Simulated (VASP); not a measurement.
# BN (Fmm2) in VASP: a series of runs

BN is run at these levels: r2SCAN, PBEsol-based global hybrid with 25 % exact exchange; tasks: single point.

Everything below comes from runs of VASP 6.6.1. Logs are shortened: lines on timing, memory, paths and dates and some standing lists are left out, and cuts for length are marked.

## Step 1: The cell of the first run

Symmetry: Fmm2, No. 42, orthorhombic system. Conventional cell: a = 2.536 Å, b = 7.083 Å, c = 4.389 Å, α = 90.00°, β = 90.00°, γ = 90.00°. N (site symmetry mm2) has 3 B at 1.46 Å within 2.0 Å. Within 2.0 Å of B (site symmetry mm2) lie 3 N at 1.46 Å.

## Step 2: Single point, r2SCAN

File POSCAR:

```
BN
1.0
    0.0000000000      3.5413121025      2.1945957093
    1.2681028322      0.0000000000      2.1945957093
    1.2681028322      3.5413121025      0.0000000000
N B
1 1
Direct
    0.6666513400      0.6666513400      0.3333486600
    0.0000486500      0.0000486500      0.9999513500
```

File INCAR.step1:

```
SYSTEM = BN
PREC = Accurate
ENCUT = 520
ISMEAR = -1
SIGMA = 0.05
LREAL = .False.
LASPH = .True.
NELM = 60
NBANDS = 11
GGA = PE
ALGO = Normal
EDIFF = 1E-4
LWAVE = .True.
LCHARG = .False.
```

File INCAR.step2:

```
SYSTEM = BN
PREC = Accurate
ENCUT = 520
EDIFF = 1E-6
ISMEAR = -1
SIGMA = 0.05
LREAL = .False.
LASPH = .True.
NELM = 60
ALGO = Normal
ISIF = 2
LWAVE = .False.
LCHARG = .False.
METAGGA = R2SCAN
LMIXTAU = .True.
NBANDS = 11
ISTART = 1
```

File KPOINTS:

```
regular mesh
0
Gamma
  13 13 13
  0 0 0
```

Potentials or basis: VASP PAW PBE potentials, release 64 (N, B).

The run is started by

```
cat potpaw_PBE.64/N/POTCAR potpaw_PBE.64/B/POTCAR > POTCAR
cp INCAR.step1 INCAR
mpirun -np 1 vasp_std > vasp.out
cp INCAR.step2 INCAR
mpirun -np 1 vasp_std > vasp.out
```

OUTCAR:

```text
SYSTEM = BN
   PREC = Accurate
   ENCUT = 520
   EDIFF = 1E-6
   ISMEAR = -1
   LREAL = .False.
   LASPH = .True.
   NELM = 60
   ISIF = 2
   METAGGA = R2SCAN
   ISTART = 1

 ion  position               nearest neighbor table
   1  0.667  0.667  0.333-   2 1.46   2 1.46   2 1.46
   2  0.000  0.000  1.000-   1 1.46   1 1.46   1 1.46

  LATTYP: Found a face centered orthorhombic cell.
 ALAT       =     2.5362056644
 B/A-ratio  =     1.7306133648
 C/A-ratio  =     2.7926064138

  Lattice vectors:

 A1 = (   0.0000000000,   3.5413121025,   2.1945957093)
 A2 = (  -1.2681028322,   3.5413121025,   0.0000000000)
 A3 = (  -1.2681028322,   0.0000000000,   2.1945957093)

Analysis of symmetry for initial positions (statically):
=====================================================================
 Subroutine PRICEL returns:
 Original cell was already a primitive cell.

 Routine SETGRP: Setting up the symmetry group for a
 face centered orthorhombic supercell.

 Subroutine GETGRP returns: Found  4 space group operations
 (whereof  4 operations were pure point group operations)
 out of a pool of  8 trial point group operations.

The static configuration has the point symmetry C_2v.

Analysis of symmetry for dynamics (positions and initial velocities):
=====================================================================
 Subroutine PRICEL returns:
 Original cell was already a primitive cell.

 Routine SETGRP: Setting up the symmetry group for a
 face centered orthorhombic supercell.

 Subroutine GETGRP returns: Found  4 space group operations
 (whereof  4 operations were pure point group operations)
 out of a pool of  8 trial point group operations.

The dynamic configuration has the point symmetry C_2v.

 Subroutine INISYM returns: Found  4 space group operations
 (whereof  4 operations are pure point group operations),
 and found     1 'primitive' translations

----------------------------------------------------------------------------------------

                                     Primitive cell

  volume of cell :      19.7108

  direct lattice vectors                    reciprocal lattice vectors
     0.000000000  3.541312103  2.194595709    -0.394289790  0.141190605  0.227832397
     1.268102832  0.000000000  2.194595709     0.394289790 -0.141190605  0.227832397
     1.268102832  3.541312103  0.000000000     0.394289790  0.141190605 -0.227832397
[... 89 lines left out ...]
   NFREE  =      0    steps in history (QN), initial steepest desc. (CG)
   ISIF   =      2    stress and relaxation
   ISYM   =      2    0-nonsym 1-usesym 2-fastsym
   POTIM  = 0.5000    time-step for ionic-motion
   TEBEG  =    0.0;   TEEND  =   0.0 temperature during run
   PSTRESS=    0.0 pullay stress
   NELECT =       8.0000    total number of electrons
   NUPDOWN=      -1.0000    fix difference up-down
   EMIN   =  10.00;   EMAX   =-10.00  energy-range for DOS
   EFERMI =   0.00;   METHOD = LEGACY
   ISMEAR =    -1;   SIGMA  =   0.05  broadening in eV -4-tet -1-fermi 0-gaus
   EFERMI_NEDOS =   21; number of points for ismear=-14 and -15
   IALGO  =     38    algorithm
   IMIX   =      4    mixing-type and parameters
     AMIX     =   0.40;   BMIX     =  1.00
     AMIX_MAG =   1.60;   BMIX_MAG =  1.00
  volume/ion in A,a.u.               =       9.86        66.51
  Fermi-wavevector in a.u.,A,eV,Ry     =   1.212096  2.290530 19.989370  1.469177
  Thomas-Fermi vector in A             =   2.347591
   LORBIT       =      0    0 simple, 1 ext, 2 COOP (PROOUT), +10 PAW based schemes
   METAGGA = R2SCAN    functional components
   LHFCALC =     F    Hartree Fock is set to
   AEXX    =    0.0000 exact exchange contribution
   IVDW    =     0    specifies the selected vdW correction
   LEPSILON=     F    determine dielectric tensor
   LRPA    =     F    only Hartree local field effects (RPA)
 non-spin polarized calculation
  energy-cutoff  :      520.00
  volume of cell :       19.71
 maximum number of plane-waves:       542
   NGX = 15   NGY =  9   NGZ = 13

 number of electron       8.0000000 magnetization

 Free energy of the ion-electron system (eV)
  ---------------------------------------------------
  ext. energy  EPLUGINS =         0.00000000
  ---------------------------------------------------
  free energy    TOTEN  =       -19.27483783 eV

  energy without entropy =      -19.27483783  energy(sigma->0) =      -19.27483783

 E-fermi :   2.5366     XC(G=0): -10.2240

 val. band max:        1.4609242701   @ k =   0.4615  -0.3846   0.1538
 cond. band min:       5.8432356936   @ k =   0.0000   0.4615   0.4615
 fundamental gap:      4.3823114235
 Fermi energy:         2.5366154629

 k-point     1 :       0.0000    0.0000    0.0000
  band No.  band energies     occupation
      1     -17.1572      2.00000
      2      -2.9727      2.00000
      3      -0.0240      2.00000
      4      -0.0170      2.00000
      5       6.5842      0.00000
      6      13.3968      0.00000
      7      13.4570      0.00000
      8      15.2067      0.00000
      9      16.0448      0.00000
     10      27.9011      0.00000
     11      28.9986      0.00000
[... 309 lines left out ...]
 k-point    24 :       0.4615    0.1538    0.0000
  band No.  band energies     occupation
      1     -14.4023      2.00000
      2      -6.4998      2.00000
      3      -3.7457      2.00000
      4       0.1720      2.00000
      5       7.8885      0.00000
      6      12.0823      0.00000
      7      14.5730      0.00000
      8      17.7485      0.00000
      9      19.3783      0.00000
     10      23.3487      0.00000
     11      24.8526      0.00000

 [... further k-points ...]

------------------------ aborting loop because EDIFF is reached ----------------------------------------

  FORCE on cell =-STRESS in cart. coord.  units (eV):
  Direction    XX          YY          ZZ          XY          YZ          ZX
  --------------------------------------------------------------------------------------
  -------------------------------------------------------------------------------------
  Total       -1.5835848     -0.0652295     -1.5833758      0.0000000      0.0000000      0.0000000
  in kB     -128.7207905     -5.3021466   -128.7038045      0.0000000      0.0000000      0.0000000
  external PRESSURE =     -87.5755805 kB  Pullay stress =       0.0000000 kB

 VOLUME and BASIS-vectors are now :
 -----------------------------------------------------------------------------
  energy-cutoff  :      520.00
  volume of cell :       19.71
      direct lattice vectors                 reciprocal lattice vectors
     0.000000000  3.541312103  2.194595709    -0.394289790  0.141190605  0.227832397
     1.268102832  0.000000000  2.194595709     0.394289790 -0.141190605  0.227832397
     1.268102832  3.541312103  0.000000000     0.394289790  0.141190605 -0.227832397

 POSITION                                       TOTAL-FORCE (eV/Angst)
 -----------------------------------------------------------------------------------
      1.26810      3.54131      2.92606         0.000000      0.000000     -0.006843
      1.26810      3.54131      0.00021         0.000000      0.000000      0.006843
 -----------------------------------------------------------------------------------
    total drift:                               -0.000006     -0.000006     -0.000075

  FREE ENERGIE OF THE ION-ELECTRON SYSTEM (eV)
  ---------------------------------------------------
  free  energy   TOTEN  =       -19.2748378344 eV

  energy  without entropy=      -19.2748378344  energy(sigma->0) =      -19.27483783
```

OUTCAR.step1:

```text
SYSTEM = BN
   PREC = Accurate
   ENCUT = 520
   ISMEAR = -1
   LREAL = .False.
   LASPH = .True.
[... 558 lines left out ...]
      1.26810      3.54131      2.92606         0.000000      0.000000     -0.007946
      1.26810      3.54131      0.00021         0.000000      0.000000      0.007946
 -----------------------------------------------------------------------------------
    total drift:                                0.000004      0.000000     -0.000082

  FREE ENERGIE OF THE ION-ELECTRON SYSTEM (eV)
  ---------------------------------------------------
  free  energy   TOTEN  =       -17.5819985075 eV

  energy  without entropy=      -17.5819985075  energy(sigma->0) =      -17.58199851
```

OSZICAR.step1:

```text
N       E                     dE             d eps       ncg     rms          rms(c)
DAV:   1     0.137072259970E+02    0.13707E+02   -0.45307E+03  7722   0.678E+02
DAV:   2    -0.184321960622E+02   -0.32139E+02   -0.30838E+02  8978   0.158E+02
DAV:   3    -0.192768588189E+02   -0.84466E+00   -0.84332E+00  9201   0.236E+01
DAV:   4    -0.192797502178E+02   -0.28914E-02   -0.28913E-02  8342   0.154E+00
DAV:   5    -0.192797646131E+02   -0.14395E-04   -0.14395E-04  9283   0.951E-02    0.775E+00
DAV:   6    -0.177557468251E+02    0.15240E+01   -0.52687E+00  8567   0.126E+01    0.351E+00
DAV:   7    -0.176196293748E+02    0.13612E+00   -0.21360E-01  8736   0.352E+00    0.217E+00
DAV:   8    -0.175810993937E+02    0.38530E-01   -0.11818E-01  8931   0.207E+00    0.240E-01
DAV:   9    -0.175814727835E+02   -0.37339E-03   -0.30616E-03  8257   0.430E-01    0.135E-01
DAV:  10    -0.175819667798E+02   -0.49400E-03   -0.61403E-04  8468   0.179E-01    0.251E-02
DAV:  11    -0.175819985075E+02   -0.31728E-04   -0.65248E-05  8767   0.543E-02
   1 F= -.17581999E+02 E0= -.17581999E+02  d E =-.567828E-11
```

Wall time 3.6 min (1 thread of Intel Xeon Platinum 8375C at 2.90GHz (Ice Lake), shared host); peak memory 0.2 GiB.

What came out:

| Quantity | Value |
| --- | --- |
| Free energy | -19.2748 eV |
| Pressure | -8.8 GPa |
| Largest force | 0.007 eV/Å |
| Band gap on the k mesh | 4.38 eV (least direct gap 5.24 eV) |

Forces in eV/Å, atoms in the order of the input:
```
N    0.000  0.000 -0.007
B    0.000  0.000  0.007
```

Caveat: the stress differs along the axes, from -13 to -1 GPa; the PAW data sets were made with another functional, which shifts forces and pressure a little. A k mesh can miss the band edges.

## Step 3: Single point, r2SCAN

This run uses another cell than the first one, of 10.04 Å³/atom.

File POSCAR:

```
BN
1.0
    0.0000000000      3.5638688387      2.2085744028
    1.2761801381      0.0000000000      2.2085744028
    1.2761801381      3.5638688387      0.0000000000
N B
1 1
Direct
    0.6666513400      0.6666513400      0.3333486600
    0.0000486500      0.0000486500      0.9999513500
```

File INCAR.step1:

```
PREC = Accurate ; ENCUT = 520
ISMEAR = -1 ; SIGMA = 0.05
LREAL = False ; LASPH = True
NELM = 80 ; NBANDS = 11
GGA = PE ; ALGO = Normal
EDIFF = 1E-4 ; LWAVE = True
LCHARG = False
```

File INCAR.step2:

```
PREC = Accurate ; ENCUT = 520
EDIFF = 1E-6 ; ISMEAR = -1
SIGMA = 0.05 ; LREAL = False
LASPH = True ; NELM = 80
ALGO = Normal ; ISIF = 2
LWAVE = False ; LCHARG = False
METAGGA = R2SCAN ; LMIXTAU = True
NBANDS = 11 ; ISTART = 1
```

File KPOINTS:

```
Automatic mesh
0
Gamma
  13 13 13
```

Potentials or basis: VASP PAW PBE potentials, release 64 (N, B).

The run is started by

```
cat potpaw_PBE.64/N/POTCAR potpaw_PBE.64/B/POTCAR > POTCAR
cp INCAR.step1 INCAR
mpirun -np 1 vasp_std > vasp.out
cp INCAR.step2 INCAR
mpirun -np 1 vasp_std > vasp.out
```

Run time: 3.8 min. Hardware: 1 thread of Intel Xeon Platinum 8375C at 2.90GHz (Ice Lake), shared host; peak memory 0.2 GiB.

The run converged. Its results:

```yaml
Free_energy: -19.2501 eV
Pressure: -12.5 GPa
Largest_force: 0.006 eV/Å
Band_gap_on_the_k_mesh: 4.37 eV (least direct gap 5.19 eV)
```

Forces in eV/Å, atoms in the order of the input:
```
N    0.000  0.000 -0.006
B    0.000  0.000  0.006
```

Stress tensor (GPa, compression positive):
```
-18.49   0.00   0.00
  0.00  -0.60   0.00
  0.00   0.00 -18.48
```

Levels at points of the mesh, in eV from the valence-band top:
| k point | band 1 | band 2 | band 3 | band 4 | band 5 | band 6 | band 7 | band 8 | band 9 |
| --- | --- | --- | --- | --- | --- | --- | --- | --- | --- |
| (0.00, 0.00, 0.00) | -18.50 | -4.36 | -1.50 | -1.49 | 5.09 | 11.78 | 11.84 | 13.51 | 14.22 |

Caveat: the stress differs along the axes, from -18 to -1 GPa; the PAW data sets were made with another functional, which shifts forces and pressure a little. A k mesh can miss the band edges.

## Step 4: Single point, PBEsol-based global hybrid with 25 % exact exchange

This run uses another cell than the first one, of 9.46 Å³/atom.

File POSCAR:

```
BN
1.0
    0.0000000000      3.5245964878      2.1552525731
    1.2453461617      0.0000000000      2.1552525731
    1.2453461617      3.5245964878      0.0000000000
N B
1 1
Direct
    0.6666239420      0.6666239420      0.3333760580
    0.0000760480      0.0000760480      0.9999239520
```

File INCAR.step1:

```
SYSTEM = BN
PREC = Accurate
ENCUT = 520
EDIFF = 1E-5
ISMEAR = -1
SIGMA = 0.05
LREAL = .FALSE.
LASPH = .TRUE.
NELM = 80
ALGO = Normal
ISIF = 2
LWAVE = .TRUE.
NBANDS = 11
GGA = PE
```

File INCAR.step2:

```
SYSTEM = BN
PREC = Accurate
ENCUT = 520
EDIFF = 1E-7
ISMEAR = -1
SIGMA = 0.05
LREAL = .FALSE.
LASPH = .TRUE.
NELM = 80
ALGO = Normal
ISIF = 2
LWAVE = .FALSE.
LCHARG = .TRUE.
GGA = PS
LHFCALC = .TRUE.
AEXX = 0.25
PRECFOCK = Normal
LELF = .TRUE.
LVHAR = .TRUE.
NBANDS = 11
ISTART = 1
```

File KPOINTS:

```
regular mesh
0
G
  7 7 7
  0 0 0
```

Potentials or basis: VASP PAW PBE potentials, release 64 (N, B).

The run is started by

```
cat potpaw_PBE.64/N/POTCAR potpaw_PBE.64/B/POTCAR > POTCAR
cp INCAR.step1 INCAR
mpirun -np 1 vasp_std > vasp.out
cp INCAR.step2 INCAR
mpirun -np 1 vasp_std > vasp.out
```

OUTCAR:

```text
SYSTEM = BN
   PREC = Accurate
   ENCUT = 520
   EDIFF = 1E-7
   ISMEAR = -1
   LREAL = .FALSE.
   LASPH = .TRUE.
   NELM = 80
   ISIF = 2
   GGA = PS
   LHFCALC = .TRUE.
   AEXX = 0.25
   PRECFOCK = Normal
   ISTART = 1

 ion  position               nearest neighbor table
   1  0.667  0.667  0.333-   2 1.44   2 1.44   2 1.44
   2  0.000  0.000  1.000-   1 1.44   1 1.44   1 1.44

  LATTYP: Found a face centered orthorhombic cell.
 ALAT       =     2.4906923234
 B/A-ratio  =     1.7306453735
 C/A-ratio  =     2.8302142779

  Lattice vectors:

 A1 = (  -0.0000000000,   3.5245964878,   2.1552525731)
 A2 = (  -1.2453461617,   3.5245964878,   0.0000000000)
 A3 = (  -1.2453461617,   0.0000000000,   2.1552525731)

Analysis of symmetry for initial positions (statically):
=====================================================================
 Subroutine PRICEL returns:
 Original cell was already a primitive cell.

 Routine SETGRP: Setting up the symmetry group for a
 face centered orthorhombic supercell.

 Subroutine GETGRP returns: Found  4 space group operations
 (whereof  4 operations were pure point group operations)
[... 182 lines left out ...]
      3      -0.9454      2.00000
      4      -0.9450      2.00000
      5       7.2268      0.00000
      6      14.8408      0.00000
      7      14.9111      0.00000
      8      16.8423      0.00000
      9      17.9972      0.00000
     10      28.9682      0.00000
     11      29.8641      0.00000
[... 309 lines left out ...]
 k-point    24 :       0.2857    0.1429    0.1429
  band No.  band energies     occupation
      1     -18.5861      2.00000
      2      -4.1881      2.00000
      3      -2.6099      2.00000
      4      -1.7051      2.00000
      5       8.6973      0.00000
      6      14.5338      0.00000
      7      15.5847      0.00000
      8      16.6986      0.00000
      9      19.1099      0.00000
     10      27.2765      0.00000
     11      29.5249      0.00000

 [... further k-points ...]

------------------------ aborting loop because EDIFF is reached ----------------------------------------

  FORCE on cell =-STRESS in cart. coord.  units (eV):
  Direction    XX          YY          ZZ          XY          YZ          ZX
  --------------------------------------------------------------------------------------
  -------------------------------------------------------------------------------------
  Total        0.0715028     -0.0187491      0.0723890      0.0000000      0.0000000      0.0000000
  in kB        6.0548879     -1.5876784      6.1299278      0.0000000      0.0000000      0.0000000
  external PRESSURE =       3.5323791 kB  Pullay stress =       0.0000000 kB

 VOLUME and BASIS-vectors are now :
 -----------------------------------------------------------------------------
  energy-cutoff  :      520.00
  volume of cell :       18.92
      direct lattice vectors                 reciprocal lattice vectors
     0.000000000  3.524596488  2.155252573    -0.401494793  0.141860211  0.231991371
     1.245346162  0.000000000  2.155252573     0.401494793 -0.141860211  0.231991371
     1.245346162  3.524596488  0.000000000     0.401494793  0.141860211 -0.231991371

 POSITION                                       TOTAL-FORCE (eV/Angst)
 -----------------------------------------------------------------------------------
      1.24535      3.52460      2.87349         0.000000      0.000000      0.001135
      1.24535      3.52460      0.00033         0.000000      0.000000     -0.001135
 -----------------------------------------------------------------------------------
    total drift:                                0.000004     -0.000003     -0.000039

  FREE ENERGIE OF THE ION-ELECTRON SYSTEM (eV)
  ---------------------------------------------------
  free  energy   TOTEN  =       -21.8728478569 eV

  energy  without entropy=      -21.8728478568  energy(sigma->0) =      -21.87284786
```

OSZICAR.step1:

```text
N       E                     dE             d eps       ncg     rms          rms(c)
DAV:   1     0.140476876502E+02    0.14048E+02   -0.45527E+03  1448   0.676E+02
DAV:   2    -0.186714607530E+02   -0.32719E+02   -0.31788E+02  1646   0.164E+02
DAV:   3    -0.194580512267E+02   -0.78659E+00   -0.78555E+00  1722   0.233E+01
DAV:   4    -0.194605025702E+02   -0.24513E-02   -0.24513E-02  1589   0.144E+00
DAV:   5    -0.194605145791E+02   -0.12009E-04   -0.12009E-04  1711   0.876E-02    0.810E+00
DAV:   6    -0.177908809301E+02    0.16696E+01   -0.52716E+00  1620   0.129E+01    0.370E+00
DAV:   7    -0.176211598855E+02    0.16972E+00   -0.26854E-01  1645   0.382E+00    0.226E+00
DAV:   8    -0.175789935803E+02    0.42166E-01   -0.12797E-01  1642   0.218E+00    0.264E-01
DAV:   9    -0.175794729080E+02   -0.47933E-03   -0.30619E-03  1555   0.446E-01    0.145E-01
DAV:  10    -0.175799889843E+02   -0.51608E-03   -0.62012E-04  1582   0.180E-01    0.264E-02
DAV:  11    -0.175800234586E+02   -0.34474E-04   -0.67628E-05  1663   0.563E-02    0.233E-02
DAV:  12    -0.175800232549E+02    0.20368E-06   -0.12650E-05  1552   0.235E-02
   1 F= -.17580023E+02 E0= -.17580023E+02  d E =-.598281E-10
```

Run time: 70 min. Hardware: 1 thread of AMD EPYC 7R43 (Zen 3), shared host; peak memory 0.13 GiB.

Results:

- Free energy: -21.8728 eV
- Pressure: 0.4 GPa
- Band gap on the k mesh: 6.19 eV (least direct gap 7.24 eV)

Caveat: the k points lie up to 0.44 Å⁻¹ apart; the PAW data sets were made with another functional, which shifts forces and pressure a little. A k mesh can miss the band edges.

## Step 5: Overview

| level | cell | k mesh | grid for exact exchange (PRECFOCK) | share of exact exchange | gap on the mesh (eV) | pressure (GPa) | largest force (eV/Å) |
| --- | --- | --- | --- | --- | --- | --- | --- |
| r2SCAN | a = 4.166, b = 2.535, c = 3.762 Å, angles 80.3, 36.8, 62.9°, 2 atoms | 13 × 13 × 13 | - | - | 4.38 | -8.8 | 0.01 |
| r2SCAN | a = 4.193, b = 2.551, c = 3.785 Å, angles 80.3, 36.8, 62.9°, 2 atoms | 13 × 13 × 13 | - | - | 4.37 | -12.5 | 0.01 |
| PBEsol-based global hybrid with 25 % exact exchange | a = 4.131, b = 2.489, c = 3.738 Å, angles 80.4, 36.4, 63.1°, 2 atoms | 7 × 7 × 7 | Normal | 0.25 | 6.19 | 0.4 | - |

Alike in all rows: task single point; potentials or basis VASP PAW PBE potentials, release 64 (N, B); no spin polarisation; cutoff (eV) 520; smearing fermi-dirac 0.05 eV.

Caveats: some runs use coarse meshes; the PAW data sets were made with another functional, which shifts forces and pressure a little; the stress differs along the axes, from -13 to -1 GPa (at least some runs); the stress differs along the axes, from -18 to -1 GPa (at least some runs).

Absolute energies hang on the potentials; compare differences alone.
